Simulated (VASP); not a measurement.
Input of a VASP 6.6.1 run:

The input POSCAR:

```
NaI
1.0
    0.0000000000      3.1878540000      3.1878540000
    3.1878540000      0.0000000000      3.1878540000
    3.1878540000      3.1878540000      0.0000000000
Na I
1 1
Direct
    0.0000000000      0.0000000000      0.0000000000
    0.5000000000      0.5000000000      0.5000000000
```

The input INCAR.step1:

```
PREC = Accurate
ENCUT = 520
ISMEAR = 0
SIGMA = 0.05
LREAL = False
LASPH = True
NELM = 80
NBANDS = 14
GGA = PE
ALGO = Normal
EDIFF = 1E-4
LWAVE = True
LCHARG = False
```

File INCAR.step2:

```
PREC = Accurate
ENCUT = 520
EDIFF = 1E-7
ISMEAR = 0
SIGMA = 0.05
LREAL = False
LASPH = True
NELM = 80
ALGO = Normal
ISIF = 2
LWAVE = False
LCHARG = False
METAGGA = R2SCAN
LMIXTAU = True
NBANDS = 14
ISTART = 1
```

KPOINTS

```
regular mesh
0
Gamma
  6 6 6
```

Potentials or basis: VASP PAW PBE potentials, release 64 (Na_pv, I).

Run with:

```console
$ cat potpaw_PBE.64/Na_pv/POTCAR potpaw_PBE.64/I/POTCAR > POTCAR
$ cp INCAR.step1 INCAR
$ mpirun -np 1 vasp_std > vasp.out
$ cp INCAR.step2 INCAR
$ mpirun -np 1 vasp_std > vasp.out
```

Estimate the pressure.

0.6 GPa.

Predict the band gap on the k mesh.

4.58 eV.

Caveat: the cell differs from its parent crystal (strain -0.015 along x and y, -0.015 along z); the PAW data sets were made with another functional, which shifts forces and pressure a little; spin-orbit coupling is left out, which moves the levels of the heavy elements.
